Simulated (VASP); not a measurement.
# Ag (P6_3/mmc) in VASP: notebook

Ag is run at these levels: PBE; tasks: single point.

Program: VASP 6.6.1. These are calculated values, not measurements. Logs are shortened: lines on timing, memory, paths and dates and some standing lists are left out, and cuts for length are marked.

## (1) The cell of the first run

The structure is hexagonal, space group P6_3/mmc (No. 194). The conventional cell has a = 2.949 Å, b = 2.949 Å, c = 4.822 Å, α = 90.00°, β = 90.00°, γ = 120.00°. Ag (site symmetry -6m2) has 12 Ag at 2.95 Å within 3.9 Å.

This isn't the form of Ag at room conditions, which is fcc.

## (2) Single point, PBE (18.16 Å³/atom)

INCAR reads:

```
SYSTEM = Ag
PREC     = Accurate       ! precision mode
ENCUT    = 520            ! plane-wave cutoff, eV
EDIFF    = 1E-6           ! SCF threshold, eV
ISMEAR   = -1             ! smearing method
SIGMA    = 0.05           ! smearing width, eV
LREAL    = .False.        ! projectors in reciprocal space
LASPH    = .True.         ! aspherical terms in the spheres
NELM     = 60             ! most SCF steps
ALGO     = Normal         ! electronic algorithm
ISIF     = 2              ! what is computed and relaxed
LWAVE    = .False.        ! write WAVECAR
LCHARG   = .False.        ! write CHGCAR
GGA      = PE             ! functional
NBANDS   = 18             ! bands
```

KPOINTS reads:

```
Automatic mesh
0
Gamma
  18 18 10
  0 0 0
```

POSCAR reads:

```
Ag
1.0
    2.9494045390      0.0000000000      0.0000000000
   -1.4747022695      2.5542592568      0.0000000000
    0.0000000000      0.0000000000      4.8217227788
Ag
2
Direct
    0.3333333333      0.6666666667      0.2500000000
    0.6666666667      0.3333333333      0.7500000000
```

Potentials or basis: VASP PAW PBE potentials, release 64 (Ag).

The run is started by

```
$ cat potpaw_PBE.64/Ag/POTCAR > POTCAR
$ mpirun -np 1 vasp_std > vasp.out
```

OUTCAR:

```text
SYSTEM = Ag
   PREC = Accurate
   ENCUT = 520
   EDIFF = 1E-6
   ISMEAR = -1
   LREAL = .False.
   LASPH = .True.
   NELM = 60
   ISIF = 2
   GGA = PE

 ion  position               nearest neighbor table
   1  0.333  0.667  0.250-   2 2.95   2 2.95   2 2.95   2 2.95   2 2.95   2 2.95
   2  0.667  0.333  0.750-   1 2.95   1 2.95   1 2.95   1 2.95   1 2.95   1 2.95

  LATTYP: Found a hexagonal cell.
 ALAT       =     2.9494045390
 C/A-ratio  =     1.6348122867

  Lattice vectors:

 A1 = (   2.9494045390,   0.0000000000,   0.0000000000)
 A2 = (  -1.4747022695,   2.5542592568,   0.0000000000)
 A3 = (   0.0000000000,   0.0000000000,   4.8217227788)

Analysis of symmetry for initial positions (statically):
=====================================================================
 Subroutine PRICEL returns:
 Original cell was already a primitive cell.

 Routine SETGRP: Setting up the symmetry group for a
 hexagonal supercell.

 Subroutine GETGRP returns: Found 24 space group operations
 (whereof 12 operations were pure point group operations)
 out of a pool of 24 trial point group operations.

The static configuration has the point symmetry D_3d.
 The point group associated with its full space group is D_6h.

Analysis of symmetry for dynamics (positions and initial velocities):
=====================================================================
 Subroutine PRICEL returns:
 Original cell was already a primitive cell.

 Routine SETGRP: Setting up the symmetry group for a
 hexagonal supercell.

 Subroutine GETGRP returns: Found 24 space group operations
 (whereof 12 operations were pure point group operations)
 out of a pool of 24 trial point group operations.

The dynamic configuration has the point symmetry D_3d.
 The point group associated with its full space group is D_6h.

 Subroutine INISYM returns: Found 24 space group operations
 (whereof 12 operations are pure point group operations),
 and found     1 'primitive' translations

----------------------------------------------------------------------------------------

                                     Primitive cell

  volume of cell :      36.3247

  direct lattice vectors                    reciprocal lattice vectors
     2.949404539  0.000000000  0.000000000     0.339051489  0.195751468  0.000000000
    -1.474702270  2.554259257  0.000000000     0.000000000  0.391502937  0.000000000
     0.000000000  0.000000000  4.821722779     0.000000000  0.000000000  0.207394752

  length of vectors
     2.949404539  2.949404539  4.821722779     0.391502937  0.391502937  0.207394752

  position of ions in fractional coordinates (direct lattice)
     0.333333333  0.666666667  0.250000000
     0.666666667  0.333333333  0.750000000

  ion indices of the primitive-cell ions
   primitive index   ion index
                 1           1
                 2           2

----------------------------------------------------------------------------------------

 KPOINTS: Automatic mesh

Automatic generation of k-mesh.
 Grid dimensions read from file:
 generate k-points for:   18   18   10

 Generating k-lattice:

  Cartesian coordinates                     Fractional coordinates (reciprocal lattice)
     0.018836194  0.010875082  0.000000000     0.055555556  0.000000000  0.000000000
     0.000000000  0.021750163  0.000000000     0.000000000  0.055555556  0.000000000
     0.000000000  0.000000000  0.020739475     0.000000000  0.000000000  0.100000000

  Length of vectors
     0.021750163  0.021750163  0.020739475

  Shift w.r.t. Gamma in fractional coordinates (k-lattice)
     0.000000000  0.000000000  0.000000000

 Subroutine IBZKPT returns following result:
 ===========================================

 Found    222 irreducible k-points:

 Following reciprocal coordinates:
            Coordinates               Weight
  0.000000  0.000000  0.000000      1.000000
  0.055556 -0.000000  0.000000      6.000000
  0.111111 -0.000000  0.000000      6.000000
  0.166667 -0.000000  0.000000      6.000000
  0.222222 -0.000000  0.000000      6.000000
  0.277778 -0.000000  0.000000      6.000000
[... 16 lines left out ...]
  0.333333  0.111111  0.000000     12.000000
  0.388889  0.111111  0.000000     12.000000
 [... further k-points ...]
   k-points           NKPTS =    222   k-points in BZ     NKDIM =    222   number of bands    NBANDS=     18
   number of dos      NEDOS =    301   number of ions     NIONS =      2
   total plane-waves  NPLWV =  20736
   dimension x,y,z NGX =    24 NGY =   24 NGZ =   36
   dimension x,y,z NGXF=    48 NGYF=   48 NGZF=   72
   ions per type =               2
   NGX,Y,Z   is equivalent  to a cutoff of  13.53, 13.53, 12.41 a.u.
   NGXF,Y,Z  is equivalent  to a cutoff of  27.06, 27.06, 24.82 a.u.
 SYSTEM =  Ag
   PREC   = accura    normal or accurate (medium, high low for compatibility)
   ISTART =      0    job   : 0-new  1-cont  2-samecut
   ICHARG =      2    charge: 1-file 2-atom 10-const
   ISPIN  =      1    spin polarized calculation?
   LNONCOLLINEAR =      F non collinear calculations
   LSORBIT =      F    spin-orbit coupling
   LASPH  =      T    aspherical Exc in radial PAW
   ENCUT  =  520.0 eV  38.22 Ry    6.18 a.u.   5.48  5.48  8.97*2*pi/ulx,y,z
   NELM   =     60;   NELMIN=  2; NELMDL= -5     # of ELM steps
   EDIFF  = 0.1E-05   stopping-criterion for ELM
   LREAL  =      F    real-space projection
[... 7 lines left out ...]
   TEBEG  =    0.0;   TEEND  =   0.0 temperature during run
   PSTRESS=    0.0 pullay stress
   NELECT =      22.0000    total number of electrons
   NUPDOWN=      -1.0000    fix difference up-down
   EMIN   =  10.00;   EMAX   =-10.00  energy-range for DOS
   EFERMI =   0.00;   METHOD = LEGACY
   ISMEAR =    -1;   SIGMA  =   0.05  broadening in eV -4-tet -1-fermi 0-gaus
   EFERMI_NEDOS =   21; number of points for ismear=-14 and -15
   IALGO  =     38    algorithm
   IMIX   =      4    mixing-type and parameters
     AMIX     =   0.40;   BMIX     =  1.00
     AMIX_MAG =   1.60;   BMIX_MAG =  1.00
  volume/ion in A,a.u.               =      18.16       122.57
  Fermi-wavevector in a.u.,A,eV,Ry     =   1.385102  2.617464 26.102894  1.918509
  Thomas-Fermi vector in A             =   2.509544
   LORBIT       =      0    0 simple, 1 ext, 2 COOP (PROOUT), +10 PAW based schemes
   GGA     = PE    functional components
   LHFCALC =     F    Hartree Fock is set to
   AEXX    =    0.0000 exact exchange contribution
   IVDW    =     0    specifies the selected vdW correction
   LEPSILON=     F    determine dielectric tensor
   LRPA    =     F    only Hartree local field effects (RPA)
 non-spin polarized calculation
  energy-cutoff  :      520.00
  volume of cell :       36.32
 maximum number of plane-waves:      1008
 NGX is ok and might be reduce to    24
   NGX = 11   NGY = 11   NGZ = 17

 number of electron      21.9999999 magnetization

 Free energy of the ion-electron system (eV)
  ---------------------------------------------------
  ext. energy  EPLUGINS =         0.00000000
  ---------------------------------------------------
  free energy    TOTEN  =        -5.42624312 eV

  energy without entropy =       -5.42024663  energy(sigma->0) =       -5.42324487

 E-fermi :   7.5769     XC(G=0): -11.8352

 val. band max:        7.5166127912   @ k =   0.4444   0.0556   0.1000
 cond. band min:       7.5812398154   @ k =   0.3889   0.1111   0.3000
 fundamental gap:      0.0646270242
 Fermi energy:         7.5768703693

 k-point     1 :       0.0000    0.0000    0.0000
  band No.  band energies     occupation
      1       0.2677      2.00000
      2       1.5649      2.00000
      3       2.9883      2.00000
      4       3.0792      2.00000
      5       3.0792      2.00000
      6       3.2902      2.00000
[... 10 lines left out ...]
     17      25.1354      0.00000
     18      25.1592      0.00000

 k-point     2 :       0.0556   -0.0000    0.0000
  band No.  band energies     occupation
      1       0.3494      2.00000
      2       1.6114      2.00000
      3       2.9354      2.00000
      4       3.1205      2.00000
      5       3.1295      2.00000
      6       3.2745      2.00000
[... 10 lines left out ...]
     17      24.9694      0.00000
     18      25.6697      0.00000

 k-point     3 :       0.1111   -0.0000    0.0000
  band No.  band energies     occupation
      1       0.5879      2.00000
      2       1.7380      2.00000
      3       2.8417      2.00000
      4       3.1905      2.00000
      5       3.2410      2.00000
      6       3.2733      2.00000
[... 10 lines left out ...]
     17      25.1761      0.00000
     18      26.1077      0.00000

 k-point     4 :       0.1667   -0.0000    0.0000
  band No.  band energies     occupation
      1       0.9572      2.00000
      2       1.8977      2.00000
      3       2.7588      2.00000
      4       3.1494      2.00000
      5       3.2028      2.00000
      6       3.4239      2.00000
[... 375 lines left out ...]
      4       3.0270      2.00000
      5       3.0469      2.00000
      6       3.2937      2.00000
[... 10 lines left out ...]
     17      20.6241      0.00000
     18      23.0338      0.00000

 k-point    23 :       0.3333    0.1111    0.0000
  band No.  band energies     occupation
      1       1.8814      2.00000
      2       2.1114      2.00000
      3       2.1154      2.00000
      4       2.9887      2.00000
      5       3.3433      2.00000
      6       3.3641      2.00000
[... 10 lines left out ...]
     17      19.3207      0.00000
     18      22.6140      0.00000

 k-point    24 :       0.3889    0.1111    0.0000
  band No.  band energies     occupation
      1       1.8086      2.00000
      2       2.0059      2.00000
      3       2.0947      2.00000
      4       2.9721      2.00000
      5       3.2935      2.00000
      6       3.4645      2.00000
[... 10 lines left out ...]
     17      18.2110      0.00000
     18      22.3610      0.00000

 [... further k-points ...]

------------------------ aborting loop because EDIFF is reached ----------------------------------------

  FORCE on cell =-STRESS in cart. coord.  units (eV):
  Direction    XX          YY          ZZ          XY          YZ          ZX
  --------------------------------------------------------------------------------------
  -------------------------------------------------------------------------------------
  Total       -0.3265431     -0.3265431     -0.3103942      0.0000000     -0.0000000      0.0000000
  in kB      -14.4028875    -14.4028875    -13.6906064      0.0000000     -0.0000000      0.0000000
  external PRESSURE =     -14.1654605 kB  Pullay stress =       0.0000000 kB

 VOLUME and BASIS-vectors are now :
 -----------------------------------------------------------------------------
  energy-cutoff  :      520.00
  volume of cell :       36.32
      direct lattice vectors                 reciprocal lattice vectors
     2.949404539  0.000000000  0.000000000     0.339051489  0.195751468  0.000000000
    -1.474702270  2.554259257  0.000000000     0.000000000  0.391502937  0.000000000
     0.000000000  0.000000000  4.821722779     0.000000000  0.000000000  0.207394752

 POSITION                                       TOTAL-FORCE (eV/Angst)
 -----------------------------------------------------------------------------------
     -0.00000      1.70284      1.20543        -0.000000      0.000000      0.000000
      1.47470      0.85142      3.61629         0.000000     -0.000000     -0.000000
 -----------------------------------------------------------------------------------
    total drift:                               -0.000000      0.000000     -0.000000

  FREE ENERGIE OF THE ION-ELECTRON SYSTEM (eV)
  ---------------------------------------------------
  free  energy   TOTEN  =        -5.4262431169 eV

  energy  without entropy=       -5.4202466299  energy(sigma->0) =       -5.42324487
```

Run time: 34 s. Hardware: 1 thread of Intel Xeon 6975P-C (Granite Rapids), shared host; peak memory 0.24 GiB.

Results:

```
Free energy            : -5.4262 eV
Pressure               : -1.4 GPa
Band gap on the k mesh : zero (bands 11 and 12 overlap by 7.29 eV)
```

Levels at points of the mesh, in eV from the Fermi level:
```csv
k point,band 8,band 9,band 10,band 11,band 12,band 13,band 14,band 15
"(0.00, 0.00, 0.00)",-3.97,-3.97,-3.06,-3.06,-0.23,3.25,15.48,17.31
"(0.50, 0.00, 0.00)",-2.95,-2.90,-2.82,0.14,1.41,6.61,6.89,8.85
"(0.00, 0.00, 0.50)",-4.31,-3.35,-3.35,-3.35,-3.35,10.66,10.66,15.82
"(0.50, 0.00, 0.50)",-3.10,-2.87,-2.87,0.85,0.85,4.25,4.25,13.13
```

[end of part 1 of 2]
